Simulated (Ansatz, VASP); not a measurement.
# Te2Mo in VASP and in Ansatz

```
Te Mo
1.0
     3.56023    0.00000    0.00000
    -1.78012    3.08325    0.00000
     0.00000    0.00000   17.52406
Te Mo
2 1
Direct
  0.33333 0.66667 0.89786
  0.33333 0.66667 0.10214
  0.00000 0.00000 0.99429
```

Change from the starting cell: all Mo atoms moved -0.100 Å, as atom 3 along Cartesian [0 0 1].

Alike in both runs: task single point; functional r2SCAN; k mesh 9 × 9 × 2; occupations gaussian, width 0.05 eV; no spin polarisation.

```csv
,VASP,Ansatz
version,VASP 6.6.1,Ansatz 0.2.0
potentials or method,"VASP PAW PBE potentials, release 64 (Te, Mo_sv), cutoff 520 eV","scalar-relativistic, plane waves, PAW"
valence electrons in the cell,26,46
```

|  | VASP | Ansatz | Ansatz less VASP |
| --- | --- | --- | --- |
| gap on the k mesh at the Fermi level (eV) | 1.14 | 1.14 | -0.001 |
| least direct gap on the mesh (eV) | 1.14 | 1.14 | -0.001 |
| rms of the force components (eV/Å) | 0.902 | 0.898 | -0.0045 |

VASP's potentials were made for PBE, not for r2SCAN. Atom by atom the forces differ by 0.013 eV/Å (rms over components). VASP's potentials hold 26 valence electrons a cell and Ansatz's 46, so a difference there can come from the potentials and not from the codes.

Spin-orbit coupling is off throughout.
